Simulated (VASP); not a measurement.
# Sr (P6_3/mmc) in VASP: a series of runs

Sr is run at these levels: LDA; tasks: single point.

Everything below comes from runs of VASP 6.6.1. Logs are shortened: lines on timing, memory, paths and dates and some standing lists are left out, and cuts for length are marked.

## (1) The cell of the first run

The structure is hexagonal, space group P6_3/mmc (No. 194). The conventional cell has a = 3.932 Å, b = 3.932 Å, c = 6.441 Å, α = 90.00°, β = 90.00°, γ = 120.00°. Within 5.2 Å of Sr (site symmetry -6m2) lie 12 Sr at 3.93 to 3.94 Å.

This isn't the form of Sr at room conditions, which is fcc.

## (2) Single point, LDA (43.12 Å³/atom)

Input file INCAR:

```
SYSTEM = Sr
PREC = Accurate
ENCUT = 520
EDIFF = 1E-7
ISMEAR = -1
SIGMA = 0.1
LREAL = .False.
LASPH = .True.
NELM = 100
ALGO = Normal
ISIF = 2
LWAVE = .False.
LCHARG = .False.
NBANDS = 17
```

Input file KPOINTS:

```
Automatic mesh
0
Gamma
  10 10 6
  0 0 0
```

Input file POSCAR:

```
Sr
1.0
    3.9321760663      0.0000000000      0.0000000000
   -1.9660880331      3.4053643655      0.0000000000
    0.0000000000      0.0000000000      6.4405319498
Sr
2
Direct
    0.3333333333      0.6666666667      0.2500000000
    0.6666666667      0.3333333333      0.7500000000
```

Potentials or basis: VASP PAW LDA potentials, release 64 (Sr_sv).

The run is started by

```sh
$ cat potpaw_LDA.64/Sr_sv/POTCAR > POTCAR
$ mpirun -np 1 vasp_std > vasp.out
```

OUTCAR:

```text
SYSTEM = Sr
   PREC = Accurate
   ENCUT = 520
   EDIFF = 1E-7
   ISMEAR = -1
   LREAL = .False.
   LASPH = .True.
   NELM = 100
   ISIF = 2

 ion  position               nearest neighbor table
   1  0.333  0.667  0.250-   2 3.94   2 3.94   2 3.94   2 3.94   2 3.94   2 3.94
   2  0.667  0.333  0.750-   1 3.94   1 3.94   1 3.94   1 3.94   1 3.94   1 3.94

  LATTYP: Found a hexagonal cell.
 ALAT       =     3.9321760663
 C/A-ratio  =     1.6379052823

  Lattice vectors:

 A1 = (   3.9321760663,   0.0000000000,   0.0000000000)
 A2 = (  -1.9660880331,   3.4053643655,   0.0000000000)
 A3 = (   0.0000000000,   0.0000000000,   6.4405319498)

Analysis of symmetry for initial positions (statically):
=====================================================================
 Subroutine PRICEL returns:
 Original cell was already a primitive cell.

 Routine SETGRP: Setting up the symmetry group for a
 hexagonal supercell.

 Subroutine GETGRP returns: Found 24 space group operations
 (whereof 12 operations were pure point group operations)
 out of a pool of 24 trial point group operations.

The static configuration has the point symmetry D_3d.
 The point group associated with its full space group is D_6h.

Analysis of symmetry for dynamics (positions and initial velocities):
=====================================================================
 Subroutine PRICEL returns:
 Original cell was already a primitive cell.

 Routine SETGRP: Setting up the symmetry group for a
 hexagonal supercell.

 Subroutine GETGRP returns: Found 24 space group operations
 (whereof 12 operations were pure point group operations)
 out of a pool of 24 trial point group operations.

The dynamic configuration has the point symmetry D_3d.
 The point group associated with its full space group is D_6h.

 Subroutine INISYM returns: Found 24 space group operations
 (whereof 12 operations are pure point group operations),
 and found     1 'primitive' translations

----------------------------------------------------------------------------------------

                                     Primitive cell

  volume of cell :      86.2419

  direct lattice vectors                    reciprocal lattice vectors
     3.932176066  0.000000000  0.000000000     0.254312112  0.146827166  0.000000000
    -1.966088033  3.405364366  0.000000000     0.000000000  0.293654333  0.000000000
     0.000000000  0.000000000  6.440531950     0.000000000  0.000000000  0.155266678

  length of vectors
     3.932176066  3.932176066  6.440531950     0.293654333  0.293654333  0.155266678

  position of ions in fractional coordinates (direct lattice)
     0.333333333  0.666666667  0.250000000
     0.666666667  0.333333333  0.750000000

  ion indices of the primitive-cell ions
   primitive index   ion index
                 1           1
                 2           2

----------------------------------------------------------------------------------------

 KPOINTS: Automatic mesh

Automatic generation of k-mesh.
 Grid dimensions read from file:
 generate k-points for:   10   10    6

 Generating k-lattice:

  Cartesian coordinates                     Fractional coordinates (reciprocal lattice)
     0.025431211  0.014682717  0.000000000     0.100000000  0.000000000  0.000000000
     0.000000000  0.029365433  0.000000000     0.000000000  0.100000000  0.000000000
     0.000000000  0.000000000  0.025877780     0.000000000  0.000000000  0.166666667

  Length of vectors
     0.029365433  0.029365433  0.025877780

  Shift w.r.t. Gamma in fractional coordinates (k-lattice)
     0.000000000  0.000000000  0.000000000

 Subroutine IBZKPT returns following result:
 ===========================================

 Found     56 irreducible k-points:

 Following reciprocal coordinates:
            Coordinates               Weight
  0.000000  0.000000  0.000000      1.000000
  0.100000  0.000000  0.000000      6.000000
  0.200000  0.000000  0.000000      6.000000
  0.300000  0.000000  0.000000      6.000000
  0.400000  0.000000  0.000000      6.000000
  0.500000  0.000000  0.000000      3.000000
[... 16 lines left out ...]
  0.300000  0.100000  0.166667     24.000000
  0.400000  0.100000  0.166667     24.000000
 [... further k-points ...]
   k-points           NKPTS =     56   k-points in BZ     NKDIM =     56   number of bands    NBANDS=     17
   number of dos      NEDOS =    301   number of ions     NIONS =      2
   total plane-waves  NPLWV =  43200
   dimension x,y,z NGX =    30 NGY =   30 NGZ =   48
   dimension x,y,z NGXF=    60 NGYF=   60 NGZF=   96
   ions per type =               2
   NGX,Y,Z   is equivalent  to a cutoff of  12.68, 12.68, 12.39 a.u.
   NGXF,Y,Z  is equivalent  to a cutoff of  25.37, 25.37, 24.78 a.u.
 SYSTEM =  Sr
   PREC   = accura    normal or accurate (medium, high low for compatibility)
   ISTART =      0    job   : 0-new  1-cont  2-samecut
   ICHARG =      2    charge: 1-file 2-atom 10-const
   ISPIN  =      1    spin polarized calculation?
   LNONCOLLINEAR =      F non collinear calculations
   LSORBIT =      F    spin-orbit coupling
   LASPH  =      T    aspherical Exc in radial PAW
   ENCUT  =  520.0 eV  38.22 Ry    6.18 a.u.   7.31  7.31 11.98*2*pi/ulx,y,z
   NELM   =    100;   NELMIN=  2; NELMDL= -5     # of ELM steps
   EDIFF  = 0.1E-06   stopping-criterion for ELM
   LREAL  =      F    real-space projection
   EDIFFG = 0.1E-05   stopping-criterion for IOM
   NSW    =      0    number of steps for IOM
   IBRION =     -1    ionic relax: 0-MD 1-quasi-New 2-CG
   NFREE  =      0    steps in history (QN), initial steepest desc. (CG)
   ISIF   =      2    stress and relaxation
   ISYM   =      2    0-nonsym 1-usesym 2-fastsym
   POTIM  = 0.5000    time-step for ionic-motion
   TEBEG  =    0.0;   TEEND  =   0.0 temperature during run
   PSTRESS=    0.0 pullay stress
   NELECT =      20.0000    total number of electrons
   NUPDOWN=      -1.0000    fix difference up-down
   EMIN   =  10.00;   EMAX   =-10.00  energy-range for DOS
   EFERMI =   0.00;   METHOD = LEGACY
   ISMEAR =    -1;   SIGMA  =   0.10  broadening in eV -4-tet -1-fermi 0-gaus
   EFERMI_NEDOS =   21; number of points for ismear=-14 and -15
   IALGO  =     38    algorithm
   IMIX   =      4    mixing-type and parameters
     AMIX     =   0.40;   BMIX     =  1.00
     AMIX_MAG =   1.60;   BMIX_MAG =  1.00
  volume/ion in A,a.u.               =      43.12       290.99
  Fermi-wavevector in a.u.,A,eV,Ry     =   1.005801  1.900688 13.764139  1.011636
  Thomas-Fermi vector in A             =   2.138503
   LORBIT       =      0    0 simple, 1 ext, 2 COOP (PROOUT), +10 PAW based schemes
   GGA     = CA    functional components
   LHFCALC =     F    Hartree Fock is set to
   AEXX    =    0.0000 exact exchange contribution
   IVDW    =     0    specifies the selected vdW correction
   LEPSILON=     F    determine dielectric tensor
   LRPA    =     F    only Hartree local field effects (RPA)
 non-spin polarized calculation
  energy-cutoff  :      520.00
  volume of cell :       86.24
 maximum number of plane-waves:      2364
 NGX is ok and might be reduce to    30
   NGX = 15   NGY = 15   NGZ = 23

 number of electron      20.0000000 magnetization

 Free energy of the ion-electron system (eV)
  ---------------------------------------------------
  ext. energy  EPLUGINS =         0.00000000
  ---------------------------------------------------
  free energy    TOTEN  =        -3.75770216 eV

  energy without entropy =       -3.67583695  energy(sigma->0) =       -3.71676955

 E-fermi :   2.2691     XC(G=0):  -8.3569

 val. band max:        2.2396071087   @ k =   0.3000   0.3000   0.3333
 cond. band min:       2.2978084128   @ k =   0.3000   0.1000   0.0000
 fundamental gap:      0.0582013041
 Fermi energy:         2.2691249865

 k-point     1 :       0.0000    0.0000    0.0000
  band No.  band energies     occupation
      1     -33.6809      2.00000
      2     -33.6372      2.00000
      3     -16.0419      2.00000
      4     -15.6437      2.00000
      5     -15.6437      2.00000
      6     -15.5844      2.00000
[... 9 lines left out ...]
     16       5.3047      0.00000
     17       5.9626      0.00000

 k-point     2 :       0.1000    0.0000    0.0000
  band No.  band energies     occupation
      1     -33.6771      2.00000
      2     -33.6353      2.00000
      3     -16.0270      2.00000
      4     -15.6785      2.00000
      5     -15.6544      2.00000
      6     -15.6205      2.00000
[... 9 lines left out ...]
     16       5.4814      0.00000
     17       5.6401      0.00000

 k-point     3 :       0.2000    0.0000    0.0000
  band No.  band energies     occupation
      1     -33.6670      2.00000
      2     -33.6307      2.00000
      3     -15.9854      2.00000
      4     -15.7698      2.00000
      5     -15.7120      2.00000
      6     -15.6815      2.00000
[... 9 lines left out ...]
     16       5.4829      0.00000
     17       5.5339      0.00000

 k-point     4 :       0.3000    0.0000    0.0000
  band No.  band energies     occupation
      1     -33.6537      2.00000
      2     -33.6255      2.00000
      3     -15.9263      2.00000
      4     -15.8825      2.00000
      5     -15.8191      2.00000
      6     -15.7135      2.00000
[... 9 lines left out ...]
     16       6.1517      0.00000
     17       6.3093      0.00000
[... 343 lines left out ...]
      1     -33.6564      2.00000
      2     -33.6293      2.00000
      3     -15.9445      2.00000
      4     -15.8168      2.00000
      5     -15.7934      2.00000
      6     -15.6999      2.00000
[... 9 lines left out ...]
     16       5.7826      0.00000
     17       6.1665      0.00000

 k-point    23 :       0.3000    0.1000    0.1667
  band No.  band energies     occupation
      1     -33.6442      2.00000
      2     -33.6248      2.00000
      3     -15.9554      2.00000
      4     -15.8948      2.00000
      5     -15.8307      2.00000
      6     -15.7365      2.00000
[... 9 lines left out ...]
     16       6.3075      0.00000
     17       6.9715      0.00000

 k-point    24 :       0.4000    0.1000    0.1667
  band No.  band energies     occupation
      1     -33.6355      2.00000
      2     -33.6231      2.00000
      3     -16.0026      2.00000
      4     -15.9377      2.00000
      5     -15.8100      2.00000
      6     -15.7535      2.00000
[... 9 lines left out ...]
     16       6.9730      0.00000
     17       7.3428      0.00000

 [... further k-points ...]

------------------------ aborting loop because EDIFF is reached ----------------------------------------

  FORCE on cell =-STRESS in cart. coord.  units (eV):
  Direction    XX          YY          ZZ          XY          YZ          ZX
  --------------------------------------------------------------------------------------
  -------------------------------------------------------------------------------------
  Total        1.0340191      1.0340191      1.1489831      0.0000000      0.0000000      0.0000000
  in kB       19.2097125     19.2097125     21.3454814      0.0000000      0.0000000      0.0000000
  external PRESSURE =      19.9216354 kB  Pullay stress =       0.0000000 kB

 VOLUME and BASIS-vectors are now :
 -----------------------------------------------------------------------------
  energy-cutoff  :      520.00
  volume of cell :       86.24
      direct lattice vectors                 reciprocal lattice vectors
     3.932176066  0.000000000  0.000000000     0.254312112  0.146827166  0.000000000
    -1.966088033  3.405364366  0.000000000     0.000000000  0.293654333  0.000000000
     0.000000000  0.000000000  6.440531950     0.000000000  0.000000000  0.155266678

 POSITION                                       TOTAL-FORCE (eV/Angst)
 -----------------------------------------------------------------------------------
     -0.00000      2.27024      1.61013         0.000000      0.000000      0.000000
      1.96609      1.13512      4.83040        -0.000000     -0.000000      0.000000
 -----------------------------------------------------------------------------------
    total drift:                               -0.000000      0.000000     -0.000000

  FREE ENERGIE OF THE ION-ELECTRON SYSTEM (eV)
  ---------------------------------------------------
  free  energy   TOTEN  =        -3.7577021642 eV

  energy  without entropy=       -3.6758369454  energy(sigma->0) =       -3.71676955
```

Wall time 32 s (1 thread of Intel Xeon 6975P-C (Granite Rapids), shared host); peak memory 0.21 GiB.

What came out:

```yaml
Free_energy: -3.7577 eV
Pressure: 2.0 GPa
Band_gap_on_the_k_mesh: zero (bands 10 and 11 overlap by 0.22 eV)
```

Stress tensor (GPa, compression positive):
```
1.92 0.00 0.00
0.00 1.92 0.00
0.00 0.00 2.13
```

Levels at points of the mesh, in eV from the Fermi level:
```
           k point  band 6  band 7  band 8  band 9  band 10  band 11  band 12  band 13  band 14  band 15
(0.00, 0.00, 0.00)  -17.85  -17.85  -17.85   -3.95    -1.27     0.61     2.50     2.52     2.52     3.04
(0.50, 0.00, 0.00)  -18.02  -17.96  -17.91   -1.10    -0.48    -0.12     0.34     1.64     2.32     2.38
(0.00, 0.00, 0.50)  -17.88  -17.88  -17.88   -2.78    -2.78     1.39     1.39     2.51     2.51     2.51
(0.50, 0.00, 0.50)  -17.97  -17.97  -17.97   -0.97    -0.97     0.57     0.57     1.55     1.55     3.45
```

(Continued in part 2 of 2.)
